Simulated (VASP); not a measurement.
# SiC (P6_3mc) in VASP: notebook

SiC is run at these levels: r2SCAN; tasks: single point.

Program: VASP 6.6.1. These are calculated values, not measurements. Logs are shortened: lines on timing, memory, paths and dates and some standing lists are left out, and cuts for length are marked.

### 1 The cell of the first run

It takes space group P6_3mc (No. 186, hexagonal). The conventional cell has a = 3.214 Å, b = 3.214 Å, c = 5.048 Å, α = 90.00°, β = 90.00°, γ = 120.00°. Within 2.5 Å of Si (site symmetry 3m) lie 4 C at 1.90 to 1.96 Å. C (site symmetry 3m) has 4 Si at 1.90 to 1.96 Å within 2.5 Å.

### 2 Single point, r2SCAN (strain +0.0450 x Voigt [1, 1, 0, 0, 0, 0])

Input file POSCAR:

```
SiC
1.0
    3.2135787812      0.0000000000      0.0000000000
   -1.6067893906      2.7830408616      0.0000000000
    0.0000000000      0.0000000000      5.0481668544
Si C
2 2
Direct
    0.3333333333      0.6666666667      0.0046028828
    0.6666666667      0.3333333333      0.5046028828
    0.3333333333      0.6666666667      0.3803971172
    0.6666666667      0.3333333333      0.8803971172
```

Input file INCAR.step1:

```
PREC     = Accurate       # precision mode
ENCUT    = 520            # plane-wave cutoff, eV
ISMEAR   = 0              # smearing method
SIGMA    = 0.05           # smearing width, eV
LREAL    = False          # projectors in reciprocal space
LASPH    = True           # aspherical terms in the spheres
NELM     = 100            # most SCF steps
NBANDS   = 16             # bands
GGA      = PE             # functional
ALGO     = Normal         # electronic algorithm
EDIFF    = 1E-4           # SCF threshold, eV
LWAVE    = True           # write WAVECAR
LCHARG   = False          # write CHGCAR
```

Input file INCAR.step2:

```
PREC     = Accurate       # precision mode
ENCUT    = 520            # plane-wave cutoff, eV
EDIFF    = 1E-6           # SCF threshold, eV
ISMEAR   = 0              # smearing method
SIGMA    = 0.05           # smearing width, eV
LREAL    = False          # projectors in reciprocal space
LASPH    = True           # aspherical terms in the spheres
NELM     = 100            # most SCF steps
ALGO     = Normal         # electronic algorithm
ISIF     = 2              # what is computed and relaxed
LWAVE    = False          # write WAVECAR
LCHARG   = True           # write CHGCAR
METAGGA  = R2SCAN         # meta-GGA
LMIXTAU  = True         
LELF     = True           # ELF
LVHAR    = True         
NBANDS   = 16             # bands
ISTART   = 1
```

Input file KPOINTS:

```
Automatic mesh
0
Gamma
  12 12 6
```

Potentials or basis: VASP PAW PBE potentials, release 64 (Si, C).

Run with:

```
cat potpaw_PBE.64/Si/POTCAR potpaw_PBE.64/C/POTCAR > POTCAR
cp INCAR.step1 INCAR
mpirun -np 1 vasp_std > vasp.out
cp INCAR.step2 INCAR
mpirun -np 1 vasp_std > vasp.out
```

OUTCAR:

```text
PREC = Accurate
   ENCUT = 520
   EDIFF = 1E-6
   ISMEAR = 0
   LREAL = False
   LASPH = True
   NELM = 100
   ISIF = 2
   METAGGA = R2SCAN
   ISTART = 1

 ion  position               nearest neighbor table
   1  0.333  0.667  0.005-   3 1.90   4 1.96   4 1.96   4 1.96   2 3.13   2 3.13   2 3.13   2 3.13
                             2 3.13   2 3.13
   2  0.667  0.333  0.505-   4 1.90   3 1.96   3 1.96   3 1.96   1 3.13   1 3.13   1 3.13   1 3.13
                             1 3.13   1 3.13
   3  0.333  0.667  0.380-   1 1.90   2 1.96   2 1.96   2 1.96
   4  0.667  0.333  0.880-   2 1.90   1 1.96   1 1.96   1 1.96

  LATTYP: Found a hexagonal cell.
 ALAT       =     3.2135787812
 C/A-ratio  =     1.5708862916

  Lattice vectors:

 A1 = (   3.2135787812,   0.0000000000,   0.0000000000)
 A2 = (  -1.6067893906,   2.7830408616,   0.0000000000)
 A3 = (   0.0000000000,   0.0000000000,   5.0481668544)

Analysis of symmetry for initial positions (statically):
=====================================================================
 Subroutine PRICEL returns:
 Original cell was already a primitive cell.

 Routine SETGRP: Setting up the symmetry group for a
 hexagonal supercell.

 Subroutine GETGRP returns: Found 12 space group operations
 (whereof  6 operations were pure point group operations)
 out of a pool of 24 trial point group operations.

The static configuration has the point symmetry C_3v.
 The point group associated with its full space group is C_6v.

Analysis of symmetry for dynamics (positions and initial velocities):
=====================================================================
 Subroutine PRICEL returns:
 Original cell was already a primitive cell.

 Routine SETGRP: Setting up the symmetry group for a
 hexagonal supercell.

 Subroutine GETGRP returns: Found 12 space group operations
 (whereof  6 operations were pure point group operations)
 out of a pool of 24 trial point group operations.

The dynamic configuration has the point symmetry C_3v.
 The point group associated with its full space group is C_6v.

 Subroutine INISYM returns: Found 12 space group operations
 (whereof  6 operations are pure point group operations),
 and found     1 'primitive' translations

----------------------------------------------------------------------------------------

                                     Primitive cell

  volume of cell :      45.1484

  direct lattice vectors                    reciprocal lattice vectors
     3.213578781  0.000000000  0.000000000     0.311179550  0.179659597  0.000000000
    -1.606789391  2.783040862  0.000000000     0.000000000  0.359319194  0.000000000
     0.000000000  0.000000000  5.048166854     0.000000000  0.000000000  0.198091709

  length of vectors
     3.213578781  3.213578781  5.048166854     0.359319194  0.359319194  0.198091709

  position of ions in fractional coordinates (direct lattice)
     0.333333333  0.666666667  0.004602883
     0.666666667  0.333333333  0.504602883
     0.333333333  0.666666667  0.380397117
     0.666666667  0.333333333  0.880397117

  ion indices of the primitive-cell ions
   primitive index   ion index
                 1           1
                 2           2
                 3           3
                 4           4

----------------------------------------------------------------------------------------

 KPOINTS: Automatic mesh

Automatic generation of k-mesh.
 Grid dimensions read from file:
 generate k-points for:   12   12    6

 Generating k-lattice:

  Cartesian coordinates                     Fractional coordinates (reciprocal lattice)
     0.025931629  0.014971633  0.000000000     0.083333333 -0.000000000  0.000000000
     0.000000000  0.029943266  0.000000000     0.000000000  0.083333333  0.000000000
     0.000000000  0.000000000  0.033015285     0.000000000  0.000000000  0.166666667

  Length of vectors
     0.029943266  0.029943266  0.033015285

  Shift w.r.t. Gamma in fractional coordinates (k-lattice)
     0.000000000  0.000000000  0.000000000

 Subroutine IBZKPT returns following result:
 ===========================================

 Found     76 irreducible k-points:

 Following reciprocal coordinates:
            Coordinates               Weight
  0.000000  0.000000  0.000000      1.000000
  0.083333  0.000000  0.000000      6.000000
  0.166667  0.000000  0.000000      6.000000
  0.250000  0.000000  0.000000      6.000000
  0.333333  0.000000  0.000000      6.000000
  0.416667  0.000000  0.000000      6.000000
[... 16 lines left out ...]
  0.250000  0.000000  0.166667     12.000000
  0.333333  0.000000  0.166667     12.000000
 [... further k-points ...]
   k-points           NKPTS =     76   k-points in BZ     NKDIM =     76   number of bands    NBANDS=     16
   number of dos      NEDOS =    301   number of ions     NIONS =      4
   total plane-waves  NPLWV =  23040
   dimension x,y,z NGX =    24 NGY =   24 NGZ =   40
   dimension x,y,z NGXF=    48 NGYF=   48 NGZF=   80
   ions per type =               2   2
   NGX,Y,Z   is equivalent  to a cutoff of  12.42, 12.42, 13.17 a.u.
   NGXF,Y,Z  is equivalent  to a cutoff of  24.83, 24.83, 26.35 a.u.
 SYSTEM =  unknown system
   PREC   = accura    normal or accurate (medium, high low for compatibility)
   ISTART =      1    job   : 0-new  1-cont  2-samecut
   ICHARG =      0    charge: 1-file 2-atom 10-const
   ISPIN  =      1    spin polarized calculation?
   LNONCOLLINEAR =      F non collinear calculations
   LSORBIT =      F    spin-orbit coupling
   LASPH  =      T    aspherical Exc in radial PAW
   ENCUT  =  520.0 eV  38.22 Ry    6.18 a.u.   5.98  5.98  9.39*2*pi/ulx,y,z
   NELM   =    100;   NELMIN=  2; NELMDL=  0     # of ELM steps
   EDIFF  = 0.1E-05   stopping-criterion for ELM
   LREAL  =      F    real-space projection
   EDIFFG = 0.1E-04   stopping-criterion for IOM
   NSW    =      0    number of steps for IOM
   IBRION =     -1    ionic relax: 0-MD 1-quasi-New 2-CG
   NFREE  =      0    steps in history (QN), initial steepest desc. (CG)
   ISIF   =      2    stress and relaxation
   ISYM   =      2    0-nonsym 1-usesym 2-fastsym
   POTIM  = 0.5000    time-step for ionic-motion
   TEBEG  =    0.0;   TEEND  =   0.0 temperature during run
   PSTRESS=    0.0 pullay stress
   NELECT =      16.0000    total number of electrons
   NUPDOWN=      -1.0000    fix difference up-down
   EMIN   =  10.00;   EMAX   =-10.00  energy-range for DOS
   EFERMI =   0.00;   METHOD = LEGACY
   ISMEAR =     0;   SIGMA  =   0.05  broadening in eV -4-tet -1-fermi 0-gaus
   EFERMI_NEDOS =   21; number of points for ismear=-14 and -15
   IALGO  =     38    algorithm
   IMIX   =      4    mixing-type and parameters
     AMIX     =   0.40;   BMIX     =  1.00
     AMIX_MAG =   1.60;   BMIX_MAG =  1.00
  volume/ion in A,a.u.               =      11.29        76.17
  Fermi-wavevector in a.u.,A,eV,Ry     =   1.158513  2.189271 18.261078  1.342151
  Thomas-Fermi vector in A             =   2.295114
   LORBIT       =      0    0 simple, 1 ext, 2 COOP (PROOUT), +10 PAW based schemes
   METAGGA = R2SCAN    functional components
   LHFCALC =     F    Hartree Fock is set to
   AEXX    =    0.0000 exact exchange contribution
   IVDW    =     0    specifies the selected vdW correction
   LEPSILON=     F    determine dielectric tensor
   LRPA    =     F    only Hartree local field effects (RPA)
 non-spin polarized calculation
 Gauss-broadening in eV      SIGMA  =   0.05
  energy-cutoff  :      520.00
  volume of cell :       45.15
 maximum number of plane-waves:      1242
 NGX is ok and might be reduce to    24
   NGX = 11   NGY = 11   NGZ = 19

 number of electron      16.0000000 magnetization

 Free energy of the ion-electron system (eV)
  ---------------------------------------------------
  ext. energy  EPLUGINS =         0.00000000
  ---------------------------------------------------
  free energy    TOTEN  =       -38.33075726 eV

  energy without entropy =      -38.33075726  energy(sigma->0) =      -38.33075726

 E-fermi :   7.4053     XC(G=0): -11.5352

 val. band max:        7.1830575733   @ k =   0.0000   0.0000   0.0000
 cond. band min:       9.9024403632   @ k =   0.5000   0.0000   0.0000
 fundamental gap:      2.7193827899
 Fermi energy:         7.4053314036

 k-point     1 :       0.0000    0.0000    0.0000
  band No.  band energies     occupation
      1      -8.4835      2.00000
      2      -4.8279      2.00000
      3      -1.2669      2.00000
      4       5.5812      2.00000
      5       5.5812      2.00000
      6       7.1534      2.00000
[... 8 lines left out ...]
     15      16.0587      0.00000
     16      18.5251      0.00000

 k-point     2 :       0.0833    0.0000    0.0000
  band No.  band energies     occupation
      1      -8.3713      2.00000
      2      -4.7376      2.00000
      3      -1.1688      2.00000
      4       4.9086      2.00000
      5       5.3846      2.00000
      6       6.6562      2.00000
[... 8 lines left out ...]
     15      16.3682      0.00000
     16      17.7642      0.00000

 k-point     3 :       0.1667    0.0000    0.0000
  band No.  band energies     occupation
      1      -8.0383      2.00000
      2      -4.4788      2.00000
      3      -0.8876      2.00000
      4       3.4920      2.00000
      5       4.9341      2.00000
      6       5.5400      2.00000
[... 8 lines left out ...]
     15      16.9620      0.00000
     16      17.0847      0.00000
[... 362 lines left out ...]
 k-point    23 :       0.2500    0.0000    0.1667
  band No.  band energies     occupation
      1      -7.3611      2.00000
      2      -4.5688      2.00000
      3       0.0371      2.00000
      4       2.2975      2.00000
      5       3.7439      2.00000
      6       4.5482      2.00000
[... 8 lines left out ...]
     15      17.8933      0.00000
     16      18.1226      0.00000

 k-point    24 :       0.3333    0.0000    0.1667
  band No.  band energies     occupation
      1      -6.6497      2.00000
      2      -4.1080      2.00000
      3      -0.2468      2.00000
      4       1.7658      2.00000
      5       2.4107      2.00000
      6       4.1419      2.00000
[... 8 lines left out ...]
     15      18.7802      0.00000
     16      19.1586      0.00000

 [... further k-points ...]

------------------------ aborting loop because EDIFF is reached ----------------------------------------

  FORCE on cell =-STRESS in cart. coord.  units (eV):
  Direction    XX          YY          ZZ          XY          YZ          ZX
  --------------------------------------------------------------------------------------
  -------------------------------------------------------------------------------------
  Total       -6.6951279     -6.6951279     -0.6305995      0.0000000      0.0000000     -0.0000000
  in kB     -237.5894888   -237.5894888    -22.3780370      0.0000000      0.0000000     -0.0000000
  external PRESSURE =    -165.8523382 kB  Pullay stress =       0.0000000 kB

 VOLUME and BASIS-vectors are now :
 -----------------------------------------------------------------------------
  energy-cutoff  :      520.00
  volume of cell :       45.15
      direct lattice vectors                 reciprocal lattice vectors
     3.213578781  0.000000000  0.000000000     0.311179550  0.179659597  0.000000000
    -1.606789391  2.783040862  0.000000000     0.000000000  0.359319194  0.000000000
     0.000000000  0.000000000  5.048166854     0.000000000  0.000000000  0.198091709

 POSITION                                       TOTAL-FORCE (eV/Angst)
 -----------------------------------------------------------------------------------
     -0.00000      1.85536      0.02324        -0.000000     -0.000000     -0.277044
      1.60679      0.92768      2.54732         0.000000     -0.000000     -0.277044
     -0.00000      1.85536      1.92031        -0.000000     -0.000000      0.277044
      1.60679      0.92768      4.44439        -0.000000      0.000000      0.277044
 -----------------------------------------------------------------------------------
    total drift:                                0.000000      0.000000      0.000322

  FREE ENERGIE OF THE ION-ELECTRON SYSTEM (eV)
  ---------------------------------------------------
  free  energy   TOTEN  =       -38.3307572648 eV

  energy  without entropy=      -38.3307572648  energy(sigma->0) =      -38.33075726
```

Run time: 1.9 min. Hardware: 1 thread of AMD EPYC 9R45 (Zen 5), shared host; peak memory 0.16 GiB.

Results:

```yaml
Free_energy: -38.3308 eV
Pressure: -16.6 GPa
Largest_force: 0.277 eV/Å
Band_gap_on_the_k_mesh: 2.72 eV, indirect (least direct gap 3.85 eV)
```

Forces on the atoms (eV/Å):
```
Si   0.000  0.000 -0.277
Si   0.000  0.000 -0.277
C    0.000  0.000  0.277
C    0.000  0.000  0.277
```

Levels at points of the mesh, in eV from the valence-band top:
```tsv
k point	band 5	band 6	band 7	band 8	band 9	band 10	band 11	band 12
(0.00, 0.00, 0.00)	-1.60	-0.03	-0.03	0.00	3.92	5.97	6.30	6.30
(0.50, 0.00, 0.00)	-5.38	-3.51	-3.18	-1.13	2.72	4.79	6.73	7.09
(0.00, 0.00, 0.50)	-0.89	-0.89	-0.89	-0.89	5.19	5.19	7.10	7.10
(0.50, 0.00, 0.50)	-2.54	-2.54	-2.17	-2.17	3.55	3.55	5.64	5.64
```

Caveat: the cell differs from its parent crystal (strain +0.0450 x Voigt [1, 1, 0, 0, 0, 0]); the PAW data sets were made with another functional, which shifts forces and pressure a little. A k mesh can miss the band edges.

### 3 Single point, r2SCAN (strain +0.0525 x Voigt [1, 1, 0, 0, 0, 0])

Changes to POSCAR since step 2:

```diff
@@ -2,4 +2,4 @@
 1.0
-    3.2135787812      0.0000000000      0.0000000000
-   -1.6067893906      2.7830408616      0.0000000000
+    3.2366427437      0.0000000000      0.0000000000
+   -1.6183213718      2.8030148390      0.0000000000
     0.0000000000      0.0000000000      5.0481668544
```

Input file INCAR.step1:

```
  PREC = Accurate
  ENCUT = 520
  ISMEAR = 0
  SIGMA = 0.05
  LREAL = F
  LASPH = T
  NELM = 60
  NBANDS = 16
  GGA = PE
  ALGO = Normal
  EDIFF = 1E-4
  LWAVE = T
  LCHARG = F
```

Input file INCAR.step2:

```
  PREC = Accurate
  ENCUT = 520
  EDIFF = 1E-6
  ISMEAR = 0
  SIGMA = 0.05
  LREAL = F
  LASPH = T
  NELM = 60
  ALGO = Normal
  ISIF = 2
  LWAVE = F
  LCHARG = F
  METAGGA = R2SCAN
  LMIXTAU = T
  NBANDS = 16
  ISTART = 1
```

Input file KPOINTS:

```
regular mesh
0
Gamma
  12 12 6
```

Potentials or basis: VASP PAW PBE potentials, release 64 (Si, C).

Run with:

```
cat potpaw_PBE.64/Si/POTCAR potpaw_PBE.64/C/POTCAR > POTCAR
cp INCAR.step1 INCAR
mpirun -np 1 vasp_std > vasp.out
cp INCAR.step2 INCAR
mpirun -np 1 vasp_std > vasp.out
```

OUTCAR:

```text
PREC = Accurate
   ENCUT = 520
   EDIFF = 1E-6
   ISMEAR = 0
   LREAL = F
   LASPH = T
   NELM = 60
   ISIF = 2
   METAGGA = R2SCAN
   ISTART = 1

 ion  position               nearest neighbor table
   1  0.333  0.667  0.005-   3 1.90   4 1.97   4 1.97   4 1.97   2 3.14   2 3.14   2 3.14   2 3.14
                             2 3.14   2 3.14
   2  0.667  0.333  0.505-   4 1.90   3 1.97   3 1.97   3 1.97   1 3.14   1 3.14   1 3.14   1 3.14
                             1 3.14   1 3.14
   3  0.333  0.667  0.380-   1 1.90   2 1.97   2 1.97   2 1.97
   4  0.667  0.333  0.880-   2 1.90   1 1.97   1 1.97   1 1.97

  LATTYP: Found a hexagonal cell.
 ALAT       =     3.2366427437
 C/A-ratio  =     1.5596923276

  Lattice vectors:

 A1 = (   3.2366427437,   0.0000000000,   0.0000000000)
 A2 = (  -1.6183213718,   2.8030148390,   0.0000000000)
 A3 = (   0.0000000000,   0.0000000000,   5.0481668544)

Analysis of symmetry for initial positions (statically):
=====================================================================
 Subroutine PRICEL returns:
 Original cell was already a primitive cell.
[... 179 lines left out ...]
 cond. band min:       9.6728918726   @ k =   0.5000   0.0000   0.0000
 fundamental gap:      2.6342191226
 Fermi energy:         7.3232207501

 k-point     1 :       0.0000    0.0000    0.0000
  band No.  band energies     occupation
      1      -8.5273      2.00000
      2      -4.8686      2.00000
      3      -1.3357      2.00000
      4       5.3993      2.00000
      5       5.3993      2.00000
      6       7.0013      2.00000
[... 433 lines left out ...]
      3      -0.3700      2.00000
      4       1.6790      2.00000
      5       2.2941      2.00000
      6       3.9855      2.00000
[... 8 lines left out ...]
     15      18.5252      0.00000
     16      18.8596      0.00000

 [... further k-points ...]

------------------------ aborting loop because EDIFF is reached ----------------------------------------

  FORCE on cell =-STRESS in cart. coord.  units (eV):
  Direction    XX          YY          ZZ          XY          YZ          ZX
  --------------------------------------------------------------------------------------
  -------------------------------------------------------------------------------------
  Total       -7.6266035     -7.6266035     -0.7117331     -0.0000000      0.0000000      0.0000000
  in kB     -266.8012680   -266.8012680    -24.8985397     -0.0000000      0.0000000      0.0000000
  external PRESSURE =    -186.1670252 kB  Pullay stress =       0.0000000 kB

 VOLUME and BASIS-vectors are now :
 -----------------------------------------------------------------------------
  energy-cutoff  :      520.00
  volume of cell :       45.80
      direct lattice vectors                 reciprocal lattice vectors
     3.236642744  0.000000000  0.000000000     0.308962119  0.178379362  0.000000000
    -1.618321372  2.803014839  0.000000000     0.000000000  0.356758725  0.000000000
     0.000000000  0.000000000  5.048166854     0.000000000  0.000000000  0.198091709

 POSITION                                       TOTAL-FORCE (eV/Angst)
 -----------------------------------------------------------------------------------
     -0.00000      1.86868      0.02324        -0.000000     -0.000000     -0.300458
      1.61832      0.93434      2.54732         0.000000     -0.000000     -0.300458
     -0.00000      1.86868      1.92031        -0.000000     -0.000000      0.300458
      1.61832      0.93434      4.44439        -0.000000      0.000000      0.300458
 -----------------------------------------------------------------------------------
    total drift:                                0.000000      0.000000      0.000556

  FREE ENERGIE OF THE ION-ELECTRON SYSTEM (eV)
  ---------------------------------------------------
  free  energy   TOTEN  =       -38.2284651234 eV

  energy  without entropy=      -38.2284651234  energy(sigma->0) =      -38.22846512
```

Run time: 1.7 min. Hardware: 1 thread of AMD EPYC 9R45 (Zen 5), shared host; peak memory 0.16 GiB.

What came out:

* Free energy: -38.2285 eV
* Pressure: -18.6 GPa
* Largest force: 0.300 eV/Å
* Band gap on the k mesh: 2.63 eV, indirect (least direct gap 3.69 eV)

Forces in eV/Å, atoms in the order of the input:
```
Si   0.000  0.000 -0.300
Si   0.000  0.000 -0.300
C    0.000  0.000  0.300
C    0.000  0.000  0.300
```

Caveat: the cell differs from its parent crystal (strain +0.0525 x Voigt [1, 1, 0, 0, 0, 0]); the PAW data sets were made with another functional, which shifts forces and pressure a little. A k mesh can miss the band edges.

(Part 1 of 2 ends here.)
